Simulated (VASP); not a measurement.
Na, 2 atoms in the cell. It takes space group P6_3/mmc (No. 194, hexagonal). Conventional cell: a = 3.187 Å, b = 3.187 Å, c = 5.162 Å, α = 90.00°, β = 90.00°, γ = 120.00°. Within 4.2 Å of Na (site symmetry -6m2) lie 12 Na at 3.17 to 3.19 Å. This isn't the form of Na at room conditions, which is bcc.

```yaml
Program: VASP 6.6.1
Task: relaxation of cell and atoms
Functional: PBE
Potentials_or_basis: VASP PAW PBE potentials, release 64 (Na_pv)
Cutoff: 600 eV
k_mesh: 14 × 14 × 8
Occupations: fermi-dirac, width 0.08 eV
Spin: no spin polarisation
Target_pressure: 9.4 GPa
Dipole_correction: no
Further_INCAR_settings: ALGO = Normal; EDIFF = 1e-06; IBRION = 2; EDIFFG = -0.005; NSW = 60; ISIF = 3
```

Potentials or basis: VASP PAW PBE potentials, release 64 (Na_pv).

Run with:

```bash
$ cat potpaw_PBE.64/Na_pv/POTCAR > POTCAR
$ mpirun -np 1 vasp_std > vasp.out
```

Hardware: 1 thread of Intel Xeon 8259CL, on a shared host.

Estimate the wall time of this run.

Run time: 6.5 min on 1 thread of Intel Xeon 8259CL, with other jobs on the host, peak memory 0.21 GiB. Counts: scf iterations 56, k points 120, ion steps 11.
